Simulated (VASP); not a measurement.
# ScAl3N4 (Cm) in VASP: notebook

Runs on ScAl3N4. Level: PBE. Tasks: single point.

Everything below comes from runs of VASP 6.6.1. Logs are shortened: lines on timing, memory, paths and dates and some standing lists are left out, and cuts for length are marked.

## 1. The cell of the first run

Symmetry: Cm, No. 8, monoclinic system. Conventional cell: a = 11.186 Å, b = 6.438 Å, c = 10.158 Å, α = 90.00°, β = 90.09°, γ = 90.00°. Al (site symmetry m) has 4 N at 1.92 to 1.95 Å within 2.5 Å. Al (site symmetry 1) has 4 N at 1.89 to 1.95 Å within 2.5 Å. Al (site symmetry 1) has 4 N at 1.89 to 1.97 Å within 2.5 Å. Al (site symmetry 1) has 4 N at 1.87 to 1.93 Å within 2.5 Å. Within 2.5 Å of Al (site symmetry 1) lie 4 N at 1.89 to 1.94 Å. Al (site symmetry m) has 4 N at 1.89 to 1.96 Å within 2.5 Å. Al (site symmetry m) has 4 N at 1.89 to 1.97 Å within 2.5 Å. Within 2.5 Å of Al (site symmetry m) lie 4 N at 1.92 to 1.94 Å.

## 2. Single point, PBE

INCAR reads:

```
PREC     = Accurate       # precision mode
ENCUT    = 520            # plane-wave cutoff, eV
EDIFF    = 1E-7           # SCF threshold, eV
ISMEAR   = 0              # smearing method
SIGMA    = 0.01           # smearing width, eV
LREAL    = Auto         
LASPH    = T              # aspherical terms in the spheres
NELM     = 60             # most SCF steps
ALGO     = Normal         # electronic algorithm
ISIF     = 2              # what is computed and relaxed
LWAVE    = F              # write WAVECAR
LCHARG   = F              # write CHGCAR
GGA      = PE             # functional
NBANDS   = 102            # bands
```

KPOINTS reads:

```
regular mesh
0
Gamma
  4 4 3
```

POSCAR reads:

```
ScAl3N4
1.0
    6.4531920454     -0.0087592660     -0.0045561160
   -3.2341817696      5.5842486138      0.0045561160
   -0.0070332853      0.0040606692     10.1583297416
Al Sc N
12 4 16
Direct
    0.3371829419      0.1628170581      0.7507116653
    0.1669383325      0.8308793478     -0.0031196615
    0.3285013900      0.6670062429      0.2456811687
    0.1642738803      0.8311473328      0.5024518099
    0.3372877231      0.6742551716      0.7550950969
    0.6691206522      0.3330616675     -0.0031196615
    0.8329937571      0.1714986100      0.2456811687
    0.6688526672      0.3357261197      0.5024518099
    0.8257448284      0.1627122769      0.7550950969
    0.6662399305      0.8337600695      0.0006070193
    0.8380129741      0.6619870259      0.2458729522
    0.8333565459      0.6666434541      0.7524515234
    0.1663565713      0.3336434287     -0.0104954942
    0.3374727442      0.1625272558      0.2481611277
    0.1620890299      0.3379109701      0.5024184242
    0.6658171124      0.8341828876      0.4928451531
    0.1603903314      0.3396096686      0.1975706191
    0.3403579942      0.1596420058      0.4539879534
    0.1660195220      0.3339804780      0.7137209288
    0.3451187016      0.1548812984      0.9397714685
    0.1569696614      0.8142242123      0.1830100431
    0.3212731189      0.6787933139      0.4325278034
    0.1644561848      0.8298748940      0.6928569380
    0.3456987033      0.6893686113      0.9404664411
    0.6857757877      0.3430303386      0.1830100431
    0.8212066861      0.1787268811      0.4325278034
    0.6701251060      0.3355438152      0.6928569380
    0.8106313887      0.1543012967      0.9404664411
    0.6681362645      0.8318637355      0.1936820833
    0.8435081454      0.6564918546      0.4360278609
    0.6672570536      0.8327429464      0.6995983195
    0.8328342698      0.6671657302      0.9411291159
```

Potentials or basis: VASP PAW PBE potentials, release 64 (Al, Sc_sv, N).

On the command line:

```sh
$ cat potpaw_PBE.64/Al/POTCAR potpaw_PBE.64/Sc_sv/POTCAR potpaw_PBE.64/N/POTCAR > POTCAR
$ mpirun -np 1 vasp_std > vasp.out
```

OUTCAR:

```text
PREC = Accurate
   ENCUT = 520
   EDIFF = 1E-7
   ISMEAR = 0
   LREAL = Auto
   LASPH = T
   NELM = 60
   ISIF = 2
   GGA = PE

 ion  position               nearest neighbor table
   1  0.337  0.163  0.751-  20 1.92  27 1.95  23 1.95  19 1.95  13 3.09   2 3.11   6 3.11   8 3.13
                             4 3.13   5 3.15   9 3.15  15 3.19  12 3.22  12 3.22   5 3.30   9 3.30
   2  0.167  0.831  0.997-  24 1.89  21 1.89  20 1.90  32 1.95   5 3.06  12 3.10   1 3.11   3 3.11
                            11 3.13  14 3.15   6 3.20  13 3.21  10 3.21   6 3.23  10 3.24  13 3.25
   3  0.329  0.667  0.246-  17 1.89  21 1.89  22 1.90  29 1.97   2 3.11  10 3.12  16 3.14  11 3.15
                            14 3.17  15 3.19   7 3.19   4 3.19  13 3.20   7 3.25  14 3.29  11 3.30
   4  0.164  0.831  0.502-  22 1.87  18 1.90  30 1.91  23 1.93   1 3.13  12 3.14   5 3.16  14 3.18
                            15 3.18  11 3.18   8 3.19   3 3.19  16 3.23  16 3.23   8 3.25  15 3.28
   5  0.337  0.674  0.755-  24 1.89  31 1.93  23 1.94  19 1.94  13 3.05   2 3.06  10 3.10   9 3.14
                             1 3.15   4 3.16  15 3.18  12 3.23  12 3.23  16 3.24   9 3.29   1 3.30
   6  0.669  0.333  0.997-  28 1.89  25 1.89  20 1.90  32 1.95   9 3.06  12 3.10   1 3.11   7 3.11
                            11 3.13  14 3.15   2 3.20  13 3.21  10 3.21   2 3.23  10 3.24  13 3.25
   7  0.833  0.171  0.246-  17 1.89  25 1.89  26 1.90  29 1.97   6 3.11  10 3.12  16 3.14  11 3.15
                            14 3.17  15 3.19   3 3.19   8 3.19  13 3.20   3 3.25  14 3.29  11 3.30
   8  0.669  0.336  0.502-  26 1.87  18 1.90  30 1.91  27 1.93   1 3.13  12 3.14   9 3.16  14 3.18
                            15 3.18  11 3.18   4 3.19   7 3.19  16 3.23  16 3.23   4 3.25  15 3.28
   9  0.826  0.163  0.755-  28 1.89  31 1.93  27 1.94  19 1.94  13 3.05   6 3.06  10 3.10   5 3.14
[... 17 lines left out ...]
  19  0.166  0.334  0.714-   9 1.94   5 1.94   1 1.95  15 2.15
  20  0.345  0.155  0.940-   2 1.90   6 1.90   1 1.92  13 2.06
  21  0.157  0.814  0.183-  11 1.89   2 1.89   3 1.89  14 2.05
  22  0.321  0.679  0.433-   4 1.87   3 1.90  16 2.02  15 2.03
[... 8 lines left out ...]
  31  0.667  0.833  0.700-   5 1.93   9 1.93  12 1.93  16 2.10
  32  0.833  0.667  0.941-  12 1.92   6 1.95   2 1.95  10 1.96

  LATTYP: Found a base centered monoclinic cell.
 ALAT       =    11.1860194711
 B/A-ratio  =     0.5755416901
 C/A-ratio  =     0.9081275975
 COS(beta)  =    -0.0016140840

  Lattice vectors:

 A1 = (   3.2341817696,  -5.5842486138,  -0.0045561160)
 A2 = (   6.4531920454,  -0.0087592660,  -0.0045561160)
 A3 = (  -0.0070332853,   0.0040606692,  10.1583297416)

Analysis of symmetry for initial positions (statically):
=====================================================================
 Subroutine PRICEL returns:
 Original cell was already a primitive cell.

 Routine SETGRP: Setting up the symmetry group for a
 base centered monoclinic supercell.

 Subroutine GETGRP returns: Found  2 space group operations
 (whereof  1 operations were pure point group operations)
 out of a pool of  4 trial point group operations.

The static configuration has the point symmetry C_1 .
 The point group associated with its full space group is C_1h.

Analysis of symmetry for dynamics (positions and initial velocities):
=====================================================================
 Subroutine PRICEL returns:
 Original cell was already a primitive cell.

 Routine SETGRP: Setting up the symmetry group for a
 base centered monoclinic supercell.

 Subroutine GETGRP returns: Found  2 space group operations
 (whereof  1 operations were pure point group operations)
 out of a pool of  4 trial point group operations.

The dynamic configuration has the point symmetry C_1 .
 The point group associated with its full space group is C_1h.

 Subroutine INISYM returns: Found  2 space group operations
 (whereof  1 operations are pure point group operations),
 and found     1 'primitive' translations

----------------------------------------------------------------------------------------

                                     Primitive cell

  volume of cell :     365.7799

  direct lattice vectors                    reciprocal lattice vectors
     6.453192045 -0.008759266 -0.004556116     0.155084037  0.089818644  0.000071471
    -3.234181770  5.584248614  0.004556116     0.000243209  0.179216037 -0.000071471
    -0.007033285  0.004060669 10.158329742     0.000069448 -0.000040096  0.098441444

  length of vectors
     6.453199598  6.453199598 10.158332988     0.179216217  0.179216217  0.098441477

[... 75 lines left out ...]
 generate k-points for:    4    4    3

 Generating k-lattice:

  Cartesian coordinates                     Fractional coordinates (reciprocal lattice)
     0.038771009  0.022454661  0.000017868     0.250000000 -0.000000000 -0.000000000
     0.000060802  0.044804009 -0.000017868     0.000000000  0.250000000 -0.000000000
     0.000023149 -0.000013365  0.032813815     0.000000000 -0.000000000  0.333333333

  Length of vectors
     0.044804054  0.044804054  0.032813826

  Shift w.r.t. Gamma in fractional coordinates (k-lattice)
     0.000000000  0.000000000  0.000000000

 Subroutine IBZKPT returns following result:
 ===========================================

 Found     17 irreducible k-points:

 Following reciprocal coordinates:
            Coordinates               Weight
  0.000000  0.000000  0.000000      1.000000
  0.250000 -0.000000 -0.000000      4.000000
  0.500000 -0.000000 -0.000000      2.000000
  0.250000  0.250000 -0.000000      2.000000
  0.500000  0.250000 -0.000000      4.000000
 -0.250000  0.250000  0.000000      2.000000
[... 9 lines left out ...]
  0.500000  0.500000  0.333333      2.000000
  0.250000 -0.250000  0.333333      2.000000
   k-points           NKPTS =     17   k-points in BZ     NKDIM =     17   number of bands    NBANDS=    102
   number of dos      NEDOS =    301   number of ions     NIONS =     32
   total plane-waves  NPLWV = 184320
   dimension x,y,z NGX =    48 NGY =   48 NGZ =   80
   dimension x,y,z NGXF=    96 NGYF=   96 NGZF=  160
   ions per type =              12   4  16
   NGX,Y,Z   is equivalent  to a cutoff of  12.37, 12.37, 13.09 a.u.
   NGXF,Y,Z  is equivalent  to a cutoff of  24.73, 24.73, 26.18 a.u.
 SYSTEM =  unknown system
   PREC   = accura    normal or accurate (medium, high low for compatibility)
   ISTART =      0    job   : 0-new  1-cont  2-samecut
   ICHARG =      2    charge: 1-file 2-atom 10-const
   ISPIN  =      1    spin polarized calculation?
   LNONCOLLINEAR =      F non collinear calculations
   LSORBIT =      F    spin-orbit coupling
   LASPH  =      T    aspherical Exc in radial PAW
   ENCUT  =  520.0 eV  38.22 Ry    6.18 a.u.  12.00 12.00 18.89*2*pi/ulx,y,z
   NELM   =     60;   NELMIN=  2; NELMDL= -5     # of ELM steps
   EDIFF  = 0.1E-06   stopping-criterion for ELM
   LREAL  =      T    real-space projection
   EDIFFG = 0.1E-05   stopping-criterion for IOM
   NSW    =      0    number of steps for IOM
   IBRION =     -1    ionic relax: 0-MD 1-quasi-New 2-CG
   NFREE  =      0    steps in history (QN), initial steepest desc. (CG)
   ISIF   =      2    stress and relaxation
   ISYM   =      2    0-nonsym 1-usesym 2-fastsym
   POTIM  = 0.5000    time-step for ionic-motion
   TEBEG  =    0.0;   TEEND  =   0.0 temperature during run
   PSTRESS=    0.0 pullay stress
   NELECT =     160.0000    total number of electrons
   NUPDOWN=      -1.0000    fix difference up-down
   EMIN   =  10.00;   EMAX   =-10.00  energy-range for DOS
   EFERMI =   0.00;   METHOD = LEGACY
   ISMEAR =     0;   SIGMA  =   0.01  broadening in eV -4-tet -1-fermi 0-gaus
   EFERMI_NEDOS =   21; number of points for ismear=-14 and -15
   IALGO  =     38    algorithm
   IMIX   =      4    mixing-type and parameters
     AMIX     =   0.40;   BMIX     =  1.00
     AMIX_MAG =   1.60;   BMIX_MAG =  1.00
  volume/ion in A,a.u.               =      11.43        77.14
  Fermi-wavevector in a.u.,A,eV,Ry     =   1.242725  2.348409 21.012353  1.544364
  Thomas-Fermi vector in A             =   2.377067
   LORBIT       =      0    0 simple, 1 ext, 2 COOP (PROOUT), +10 PAW based schemes
   GGA     = PE    functional components
   LHFCALC =     F    Hartree Fock is set to
   AEXX    =    0.0000 exact exchange contribution
   IVDW    =     0    specifies the selected vdW correction
   LEPSILON=     F    determine dielectric tensor
   LRPA    =     F    only Hartree local field effects (RPA)
 non-spin polarized calculation
 Gauss-broadening in eV      SIGMA  =   0.01
  energy-cutoff  :      520.00
  volume of cell :      365.78
 maximum number of plane-waves:      9888
   NGX = 23   NGY = 23   NGZ = 37

 number of electron     160.0000011 magnetization

 Free energy of the ion-electron system (eV)
  ---------------------------------------------------
  ext. energy  EPLUGINS =         0.00000000
  ---------------------------------------------------
  free energy    TOTEN  =      -248.20439146 eV

  energy without entropy =     -248.20439146  energy(sigma->0) =     -248.20439146

 E-fermi :   5.1020     XC(G=0): -10.7816

 val. band max:        5.0247521024   @ k =   0.0000  -0.0000   0.3333
 cond. band min:       8.6920632948   @ k =   0.0000   0.0000   0.0000
 fundamental gap:      3.6673111923
 Fermi energy:         5.1019519730

 k-point     1 :       0.0000    0.0000    0.0000
  band No.  band energies     occupation
      1     -41.8404      2.00000
      2     -41.7441      2.00000
      3     -41.7306      2.00000
      4     -41.6800      2.00000
      5     -20.8028      2.00000
      6     -20.6849      2.00000
[... 1604 lines left out ...]
     91      10.1153      0.00000
     92      10.3357      0.00000
 [bands above 92 left out]

------------------------ aborting loop because EDIFF is reached ----------------------------------------

  FORCE on cell =-STRESS in cart. coord.  units (eV):
  Direction    XX          YY          ZZ          XY          YZ          ZX
  --------------------------------------------------------------------------------------
  -------------------------------------------------------------------------------------
  Total        5.1251097      5.1156956      3.0808298     -0.0081529      0.0072684     -0.0125878
  in kB       22.4488417     22.4076064     13.4945523     -0.0357109      0.0318370     -0.0551365
  external PRESSURE =      19.4503335 kB  Pullay stress =       0.0000000 kB

 VOLUME and BASIS-vectors are now :
 -----------------------------------------------------------------------------
  energy-cutoff  :      520.00
  volume of cell :      365.78
      direct lattice vectors                 reciprocal lattice vectors
     6.453192045 -0.008759266 -0.004556116     0.155084037  0.089818644  0.000071471
    -3.234181770  5.584248614  0.004556116     0.000243209  0.179216037 -0.000071471
    -0.007033285  0.004060669 10.158329742     0.000069448 -0.000040096  0.098441444

 POSITION                                       TOTAL-FORCE (eV/Angst)
 -----------------------------------------------------------------------------------
      1.64405      0.90931      7.62518        -0.001988      0.001148      0.001491
     -1.61694      4.64242     10.12966         0.001477     -0.000808      0.000000
     -0.03906      3.72285      2.49725        -0.000199      0.002404     -0.001328
     -1.63152      4.64193      5.10711        -0.002009      0.002185     -0.000363
     -0.00939      3.76532      7.67204        -0.000441     -0.001647      0.001390
      3.23377      1.85809     10.12511         0.001438     -0.000875      0.000000
[... 24 lines left out ...]
      1.60778      4.64724      7.10750        -0.000017      0.000010      0.056522
      3.21009      3.72215      9.55955         0.000782     -0.000452      0.001542
 -----------------------------------------------------------------------------------
    total drift:                                0.000388     -0.000227     -0.001275

  FREE ENERGIE OF THE ION-ELECTRON SYSTEM (eV)
  ---------------------------------------------------
  free  energy   TOTEN  =      -248.2043914620 eV

  energy  without entropy=     -248.2043914620  energy(sigma->0) =     -248.20439146
```

It took 28 min on 1 thread of Intel Xeon Platinum 8259CL at 2.50GHz (Skylake/Cascade Lake), shared host; peak memory 0.68 GiB.

What came out:

```yaml
Free_energy: -248.2044 eV
Pressure: 1.9 GPa
Largest_force: 0.087 eV/Å
Band_gap_on_the_k_mesh: 3.67 eV (least direct gap 3.68 eV)
```

Forces on the atoms (eV/Å):
```
Al  -0.002  0.001  0.001
Al   0.001 -0.001  0.000
Al   0.000  0.002 -0.001
Al  -0.002  0.002  0.000
Al   0.000 -0.002  0.001
Al   0.001 -0.001  0.000
Al  -0.002 -0.001 -0.001
Al  -0.003  0.001  0.000
Al   0.001  0.001  0.001
Al   0.000  0.000  0.003
Al  -0.002  0.001 -0.001
Al   0.001  0.000 -0.001
Sc   0.005 -0.003  0.007
Sc   0.004 -0.002  0.005
Sc   0.009 -0.005  0.017
Sc   0.016 -0.009  0.010
N   -0.059  0.034  0.032
N    0.059 -0.034  0.040
N    0.000  0.000  0.043
N    0.055 -0.032 -0.015
N   -0.001 -0.063 -0.022
N   -0.063  0.035 -0.049
N    0.000  0.001 -0.001
N   -0.001  0.067 -0.015
N    0.054  0.033 -0.022
N   -0.062  0.037 -0.049
N   -0.001  0.000 -0.001
N   -0.058 -0.032 -0.015
N   -0.001  0.000 -0.005
N    0.052 -0.030 -0.021
N    0.000  0.000  0.057
N    0.001  0.000  0.002
```

Levels at points of the mesh, in eV from the valence-band top:
```csv
k point,band 76,band 77,band 78,band 79,band 80,band 81,band 82,band 83,band 84,band 85
"(0.00, 0.00, 0.00)",-0.35,-0.30,-0.29,-0.14,-0.01,3.67,4.00,4.14,4.19,4.31
"(0.50, 0.00, 0.00)",-0.33,-0.24,-0.17,-0.14,-0.07,4.13,4.18,4.33,4.42,4.76
"(0.50, 0.50, 0.00)",-0.26,-0.20,-0.18,-0.16,-0.09,4.11,4.16,4.53,4.66,4.72
```

Caveat: an odd mesh through Γ misses points on the zone boundary, where band edges can lie.

(Continued in part 2 of 2.)
